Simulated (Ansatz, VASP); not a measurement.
**In3Se: VASP beside Ansatz**

```
In Se
1.0
     4.80376    0.00000    0.00000
     0.00000    4.80376    0.00000
     0.00000    0.00000    4.80376
In Se
3 1
Direct
  0.00000 0.50000 0.50000
  0.50000 0.00000 0.50000
  0.50000 0.50000 0.00000
  0.00000 0.00000 0.00000
```

Alike in both runs: task single point; functional PBEsol; k mesh 10 × 10 × 10; occupations gaussian, width 0.02 eV; no spin polarisation.

|  | VASP | Ansatz |
| --- | --- | --- |
| version | VASP 6.6.1 | Ansatz 0.2.0 |
| potentials or method | VASP PAW PBE potentials, release 64 (In_d, Se), cutoff 520 eV | scalar-relativistic, plane waves, PAW |
| valence electrons in the cell | 45 | 55 |

```csv
,VASP,Ansatz,Ansatz less VASP
gap on the k mesh at the Fermi level (eV),none,none,-
pressure (GPa),-3.0,-3.0,+0.03
```

VASP's potentials were made for PBE, not for PBEsol. A gap of «none» marks a metal or a gap that the smearing closes. VASP's potentials hold 45 valence electrons a cell and Ansatz's 55, so a difference there can come from the potentials and not from the codes.
